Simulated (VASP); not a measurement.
BaTiO3, 5 atoms in the cell. The structure is cubic, space group Pm-3m (No. 221). Conventional cell: a = 3.992 Å, b = 3.992 Å, c = 3.992 Å, α = 90.00°, β = 90.00°, γ = 90.00°. Ba (site symmetry m-3m) has 12 O at 2.82 Å and 8 Ti at 3.46 Å within 3.7 Å. Within 2.6 Å of Ti (site symmetry m-3m) lie 6 O at 2.00 Å. Within 2.6 Å of O (site symmetry 4/mmm) lie 2 Ti at 2.00 Å. 

| Quantity | Value |
| --- | --- |
| Program | VASP 6.6.1 |
| Task | single point |
| Functional | PBE |
| Potentials or basis | VASP PAW PBE potentials, release 64 (Ba_sv, Ti_sv, O_h) |
| Cutoff | 1340 eV |
| k mesh | 6 × 6 × 6 |
| Occupations | gaussian, width 0.05 eV |
| Spin | no spin polarisation |
| Dipole correction | no |
| Further INCAR settings | ALGO = Normal; EDIFF = 1e-06; NBANDS = 28 |

Potentials or basis: VASP PAW PBE potentials, release 64 (Ba_sv, Ti_sv, O_h).

Launch:

```bash
$ cat potpaw_PBE.64/Ba_sv/POTCAR potpaw_PBE.64/Ti_sv/POTCAR potpaw_PBE.64/O_h/POTCAR > POTCAR
$ mpirun -np 1 vasp_std > vasp.out
```

Hardware: 1 thread of Intel(R) Xeon(R) 6975P-C (Granite Rapids), on a shared host.

Q: How long does it take, and how much memory?

A: It took 80 s on 1 thread of Intel(R) Xeon(R) 6975P-C (Granite Rapids) (shared host), peak memory 0.41 GiB. Counts: scf iterations 16, k points 20.
